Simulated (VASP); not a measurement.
# BN (C2/m) in VASP: notebook, part 3 of 3

VASP 6.6.1. Earlier steps stand in the parts before.

### Step 4. Single point, PBE+D3(BJ) (the part above a cut slid along it)

Contents of INCAR:

```
SYSTEM = BN
PREC = Accurate
ENCUT = 520
EDIFF = 1E-6
ISMEAR = 0
SIGMA = 0.05
LREAL = .FALSE.
LASPH = .TRUE.
NELM = 60
ALGO = Normal
ISIF = 2
LWAVE = .FALSE.
LCHARG = .FALSE.
GGA = PE
IVDW = 12
NBANDS = 26
```

Contents of KPOINTS:

```
Automatic mesh
0
G
  10 10 2
  0 0 0
```

Contents of POSCAR:

```
BN
1.0
   -2.5064381127      0.0000000000      0.0000000000
   -1.2532190563     -2.1706390786      0.0000000000
   -3.1329223189     -1.8087935442     13.2336949040
B N
4 4
Direct
   -0.3958041667     -0.3958041667      0.8750000000
    0.0208458333      0.0208458333      0.3750000000
    0.5625041667      0.5625041667      0.1250000000
    0.1458541667      0.1458541667      0.6250000000
    0.2291708333      0.2291708333      0.1250000000
   -0.1874791667     -0.1874791667      0.6250000000
   -0.0624708333     -0.0624708333      0.8750000000
    0.3541791667      0.3541791667      0.3750000000
```

Potentials or basis: VASP PAW PBE potentials, release 64 (B, N).

On the command line:

```sh
$ cat potpaw_PBE.64/B/POTCAR potpaw_PBE.64/N/POTCAR > POTCAR
$ mpirun -np 1 vasp_std > vasp.out
```

OUTCAR:

```text
SYSTEM = BN
   PREC = Accurate
   ENCUT = 520
   EDIFF = 1E-6
   ISMEAR = 0
   LREAL = .FALSE.
   LASPH = .TRUE.
   NELM = 60
   ISIF = 2
   GGA = PE
   IVDW = 12
 IVDW          = 12

 ion  position               nearest neighbor table
   1  0.604  0.604  0.875-   7 1.45   7 1.45   7 1.45
   2  0.021  0.021  0.375-   8 1.45   8 1.45   8 1.45
   3  0.563  0.563  0.125-   5 1.45   5 1.45   5 1.45
   4  0.146  0.146  0.625-   6 1.45   6 1.45   6 1.45
   5  0.229  0.229  0.125-   3 1.45   3 1.45   3 1.45
   6  0.813  0.813  0.625-   4 1.45   4 1.45   4 1.45
   7  0.938  0.938  0.875-   1 1.45   1 1.45   1 1.45
   8  0.354  0.354  0.375-   2 1.45   2 1.45   2 1.45

  LATTYP: Found a base centered monoclinic cell.
 ALAT       =     4.3412781572
 B/A-ratio  =     0.5773502692
 C/A-ratio  =     3.0528953346
 COS(beta)  =    -0.0546039028

  Lattice vectors:

 A1 = (  -2.5064381127,   0.0000000000,   0.0000000000)
 A2 = (  -1.2532190563,  -2.1706390786,   0.0000000000)
 A3 = (   0.6267348501,   0.3618455344,  13.2336949040)

[... 192 lines left out ...]
 fundamental gap:      3.9548212439
 Fermi energy:         2.6480983903

 k-point     1 :       0.0000    0.0000    0.0000
  band No.  band energies     occupation
      1     -15.4966      2.00000
      2     -15.3506      2.00000
      3     -15.3502      2.00000
      4     -15.1943      2.00000
      5      -3.9253      2.00000
      6      -2.9705      2.00000
[... 685 lines left out ...]
     25      14.4055      0.00000
     26      14.4854      0.00000

 [... further k-points ...]

------------------------ aborting loop because EDIFF is reached ----------------------------------------

 Edisp (eV)   -1.13194

 E8    (eV) :    -0.3317

  FORCE on cell =-STRESS in cart. coord.  units (eV):
  Direction    XX          YY          ZZ          XY          YZ          ZX
  --------------------------------------------------------------------------------------
  -------------------------------------------------------------------------------------
  Total       0.03117     0.06834    -0.00987    -0.03219    -0.00666    -0.01154
  in kB       0.69358     1.52081    -0.21964    -0.71641    -0.14825    -0.25677
  external pressure =        0.66 kB  Pullay stress =        0.00 kB

 VOLUME and BASIS-vectors are now :
 -----------------------------------------------------------------------------
  energy-cutoff  :      520.00
  volume of cell :       72.00
      direct lattice vectors                 reciprocal lattice vectors
    -2.506438113  0.000000000  0.000000000    -0.398972548  0.230346908 -0.062968053
    -1.253219056 -2.170639079  0.000000000     0.000000000 -0.460693816 -0.062968053
    -3.132922319 -1.808793544 13.233694904     0.000000000  0.000000000  0.075564686

 POSITION                                       TOTAL-FORCE (eV/Angst)
 -----------------------------------------------------------------------------------
     -5.01288     -2.89419     11.57948         0.010581      0.006109     -0.012980
     -1.25322     -0.72355      4.96264        -0.000033     -0.000019      0.000419
     -2.50644     -1.44709      1.65421        -0.010581     -0.006109      0.012980
     -2.50644     -1.44709      8.27106         0.000033      0.000019     -0.000419
     -1.25322     -0.72355      1.65421         0.006856      0.003958      0.000805
     -5.01288     -2.89419      8.27106        -0.000198     -0.000114     -0.000100
     -6.26610     -3.61773     11.57948        -0.006856     -0.003958     -0.000805
     -2.50644     -1.44709      4.96264         0.000198      0.000114      0.000100
 -----------------------------------------------------------------------------------
    total drift:                                0.000004      0.000002     -0.000003

  FREE ENERGIE OF THE ION-ELECTRON SYSTEM (eV)
  ---------------------------------------------------
  free  energy   TOTEN  =       -71.4302524685 eV

  energy  without entropy=      -71.4302524685  energy(sigma->0) =      -71.43025247
```

stdout:

```text
POSCAR found type information on POSCAR B N
 POSCAR found :  2 types and       8 ions
 scaLAPACK will be used
 LDA part: xc-table for (Slater+PW92), standard interpolation
 POSCAR, INCAR and KPOINTS ok, starting setup
 FFT: planning ... GRIDC
 FFT: planning ... GRID_SOFT
 FFT: planning ... GRID
 WAVECAR not read
 entering main loop
```

It took 2.8 min on 1 thread of Intel Xeon 8259CL, shared host; peak memory 0.25 GiB.

Results:

| Property | Result |
| --- | --- |
| Free energy | -71.4303 eV |
| Pressure | 0.1 GPa |
| Largest force | 0.018 eV/Å |
| Band gap on the k mesh | 3.95 eV (least direct gap 4.26 eV) |
| Dispersion energy per atom | -0.141 eV |

Forces in eV/Å, atoms in the order of the input:
```
B    0.011  0.006 -0.013
B    0.000  0.000  0.000
B   -0.011 -0.006  0.013
B    0.000  0.000  0.000
N    0.007  0.004  0.001
N    0.000  0.000  0.000
N   -0.007 -0.004 -0.001
N    0.000  0.000  0.000
```

Levels at points of the mesh, in eV from the valence-band top:
```
           k point  band 13  band 14  band 15  band 16  band 17  band 18  band 19  band 20
(0.00, 0.00, 0.00)    -1.38    -1.37    -1.36    -1.36     5.21     7.59     7.60    10.27
(0.50, 0.00, 0.00)    -1.37    -1.26    -0.73    -0.59     4.22     4.56     5.00     5.34
(0.50, 0.50, 0.00)    -1.51    -1.00    -0.97    -0.44     3.95     4.60     4.82     5.73
(0.00, 0.00, 0.50)    -1.37    -1.37    -1.36    -1.36     5.91     5.93     9.37     9.40
(0.50, 0.00, 0.50)    -1.47    -1.05    -0.91    -0.54     4.32     4.48     4.89     5.45
(0.50, 0.50, 0.50)    -1.36    -1.36    -0.63    -0.57     3.99     4.35     5.26     5.51
```

Caveat: the cell differs from its parent crystal (the part above a cut slid along it).

### Step 5. Single point, PBE+D3(BJ) (the part above a cut slid along it)

Contents of INCAR:

```
SYSTEM = BN
  PREC = Accurate
  ENCUT = 520
  EDIFF = 1E-7
  ISMEAR = 0
  SIGMA = 0.05
  LREAL = .False.
  LASPH = .True.
  NELM = 60
  ALGO = Normal
  ISIF = 2
  LWAVE = .False.
  LCHARG = .False.
  GGA = PE
  IVDW = 12
  NBANDS = 26
```

Contents of KPOINTS:

```
Automatic mesh
0
Gamma
  10 10 2
  0 0 0
```

Contents of POSCAR:

```
BN
1.0
   -2.5064381127      0.0000000000      0.0000000000
   -1.2532190563     -2.1706390786      0.0000000000
   -0.3131794422     -0.1808142353     13.2336949040
B N
4 4
Direct
    0.2604458333      0.2604458333      0.8750000000
    0.3020958333      0.3020958333      0.3750000000
    0.6562541667      0.6562541667      0.1250000000
    0.6146041667      0.6146041667      0.6250000000
    0.3229208333      0.3229208333      0.1250000000
    0.2812708333      0.2812708333      0.6250000000
    0.5937791667      0.5937791667      0.8750000000
    0.6354291667      0.6354291667      0.3750000000
```

On the command line:

```sh
$ cat potpaw_PBE.64/B/POTCAR potpaw_PBE.64/N/POTCAR > POTCAR
$ mpirun -np 1 vasp_std > vasp.out
```

Wall time 2.5 min (1 thread of Intel Xeon 8259CL, shared host); peak memory 0.24 GiB.

The run converged. Its results:

* Free energy: -71.4318 eV
* Pressure: 0.1 GPa
* Largest force: 0.021 eV/Å
* Band gap on the k mesh: 4.10 eV (least direct gap 4.54 eV)
* Dispersion energy per atom: -0.141 eV

Forces on the atoms (eV/Å):
```
B    0.000  0.000 -0.007
B    0.000  0.000  0.000
B    0.000  0.000  0.007
B    0.000  0.000  0.000
N    0.018  0.010  0.004
N    0.000  0.000  0.000
N   -0.018 -0.010 -0.004
N    0.000  0.000  0.000
```

Stress tensor (GPa, compression positive):
```
 0.17  0.06  0.13
 0.06  0.11  0.08
 0.13  0.08 -0.07
```

Levels at points of the mesh, in eV from the valence-band top:
```csv
k point,band 12,band 13,band 14,band 15,band 16,band 17,band 18,band 19,band 20,band 21
"(0.00, 0.00, 0.00)",-1.40,-1.40,-1.40,-1.38,-1.38,5.20,7.58,7.58,10.26,11.44
"(0.50, 0.00, 0.00)",-4.16,-1.55,-1.02,-0.98,-0.47,4.10,4.60,4.71,5.63,9.42
"(0.50, 0.50, 0.00)",-4.15,-1.49,-1.07,-0.93,-0.57,4.29,4.48,4.85,5.44,9.45
"(0.00, 0.00, 0.50)",-1.41,-1.39,-1.39,-1.38,-1.38,5.90,5.91,9.37,9.38,11.46
"(0.50, 0.00, 0.50)",-4.16,-1.40,-1.37,-0.64,-0.59,4.16,4.29,5.24,5.34,9.57
"(0.50, 0.50, 0.50)",-4.16,-1.39,-1.28,-0.76,-0.61,4.21,4.52,5.01,5.31,9.60
```

Caveat: the cell differs from its parent crystal (the part above a cut slid along it).

### Step 6. Single point, PBE+D3(BJ) (the part above a cut slid along it)

Contents of INCAR:

```
SYSTEM = BN
ALGO = Normal
EDIFF = 1E-6
ENCUT = 520
GGA = PE
ISIF = 2
ISMEAR = 0
IVDW = 12
LASPH = .TRUE.
LCHARG = .FALSE.
LREAL = .FALSE.
LWAVE = .FALSE.
NBANDS = 26
NELM = 100
PREC = Accurate
SIGMA = 0.05
```

Contents of KPOINTS:

```
k-points
0
G
  10 10 2
  0 0 0
```

Contents of POSCAR:

```
BN
1.0
   -2.5064381127      0.0000000000      0.0000000000
   -1.2532190563     -2.1706390786      0.0000000000
   -0.9399142923     -0.5426597697     13.2336949040
B N
4 4
Direct
    0.1145833333      0.1145833333      0.8750000000
    0.2395833333      0.2395833333      0.3750000000
    0.6354166667      0.6354166667      0.1250000000
    0.5104166667      0.5104166667      0.6250000000
    0.3020833333      0.3020833333      0.1250000000
    0.1770833333      0.1770833333      0.6250000000
    0.4479166667      0.4479166667      0.8750000000
    0.5729166667      0.5729166667      0.3750000000
```

Potentials or basis: VASP PAW PBE potentials, release 64 (B, N).

On the command line:

```sh
$ cat potpaw_PBE.64/B/POTCAR potpaw_PBE.64/N/POTCAR > POTCAR
$ mpirun -np 1 vasp_std > vasp.out
```

It took 2.7 min on 1 thread of Intel Xeon 8259CL, shared host; peak memory 0.24 GiB.

It converged, with:

```
Free energy                : -71.4096 eV
Pressure                   : 0.2 GPa
Largest force              : 0.051 eV/Å
Band gap on the k mesh     : 3.92 eV (least direct gap 4.38 eV)
Dispersion energy per atom : -0.141 eV
```

Forces in eV/Å, atoms in the order of the input:
```
B    0.005  0.003 -0.050
B    0.000  0.000  0.000
B   -0.005 -0.003  0.050
B    0.000  0.000  0.000
N    0.028  0.016  0.030
N    0.000  0.000  0.000
N   -0.028 -0.016 -0.030
N    0.000  0.000  0.000
```

Stress tensor (GPa, compression positive):
```
 0.02  0.04  0.17
 0.04 -0.03  0.10
 0.17  0.10  0.47
```

Levels at points of the mesh, in eV from the valence-band top:
```
           k point  band 13  band 14  band 15  band 16  band 17  band 18  band 19  band 20
(0.00, 0.00, 0.00)    -1.46    -1.46    -1.45    -1.45     5.12     7.48     7.51    10.15
(0.50, 0.00, 0.00)    -1.62    -1.10    -1.05    -0.51     3.92     4.52     4.69     5.59
(0.50, 0.50, 0.00)    -1.47    -1.37    -0.75    -0.71     4.02     4.26     5.21     5.27
(0.00, 0.00, 0.50)    -1.47    -1.47    -1.45    -1.45     5.81     5.84     9.25     9.31
(0.50, 0.00, 0.50)    -1.48    -1.44    -0.72    -0.64     3.95     4.24     5.17     5.34
(0.50, 0.50, 0.50)    -1.55    -1.13    -1.05    -0.58     3.94     4.60     4.71     5.51
```

Caveat: the cell differs from its parent crystal (the part above a cut slid along it).

### Step 7. Overview

| cell | gap on the mesh (eV) | pressure (GPa) | largest force (eV/Å) |
| --- | --- | --- | --- |
| a = 2.506, b = 2.506, c = 13.253 Å, angles 87.3, 87.3, 60.0°, 8 atoms | 3.99 | 0.1 | 0.04 |
| a = 2.506, b = 2.506, c = 13.411 Å, angles 81.9, 81.9, 60.0°, 8 atoms | 3.97 | 0.1 | 0.05 |
| a = 2.506, b = 2.506, c = 13.719 Å, angles 76.8, 76.8, 60.0°, 8 atoms | 3.95 | 0.1 | 0.02 |
| a = 2.506, b = 2.506, c = 13.239 Å, angles 88.6, 88.6, 60.0°, 8 atoms | 4.10 | 0.1 | 0.02 |
| a = 2.506, b = 2.506, c = 13.278 Å, angles 85.9, 85.9, 60.0°, 8 atoms | 3.92 | 0.2 | 0.05 |

Alike in all rows: task single point; level PBE+D3(BJ); potentials or basis VASP PAW PBE potentials, release 64 (B, N); no spin polarisation; k mesh 10 × 10 × 2; cutoff (eV) 520; smearing gaussian 0.05 eV.

Absolute energies hang on the potentials; compare differences alone.
